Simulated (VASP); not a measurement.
Input of a VASP 6.6.1 run:

INCAR

```
SYSTEM = V
  ALGO = Normal
  EDIFF = 1E-6
  ENCUT = 520
  GGA = PE
  ISIF = 2
  ISMEAR = -1
  ISPIN = 2
  LASPH = .TRUE.
  LCHARG = .FALSE.
  LMAXMIX = 4
  LORBIT = 11
  LREAL = .FALSE.
  LWAVE = .FALSE.
  MAGMOM = 1.5
  NBANDS = 16
  NELM = 150
  PREC = Accurate
  SIGMA = 0.05
```

KPOINTS

```
k-points
0
G
  15 15 15
  0 0 0
```

File POSCAR:

```
V
1.0
   -1.4981156395      1.4981156395      1.4981156395
    1.4981156395     -1.4981156395      1.4981156395
    1.4981156395      1.4981156395     -1.4981156395
V
1
Direct
    0.0000000000      0.0000000000      0.0000000000
```

Potentials or basis: VASP PAW PBE potentials, release 64 (V_sv).

The run is started by

```bash
$ cat potpaw_PBE.64/V_sv/POTCAR > POTCAR
$ mpirun -np 1 vasp_std > vasp.out
```

**Question.** What does it give for the pressure?

**Answer.** 0.2 GPa.

**Question.** Predict the net moment.

**Answer.** 0.00 μB per cell.
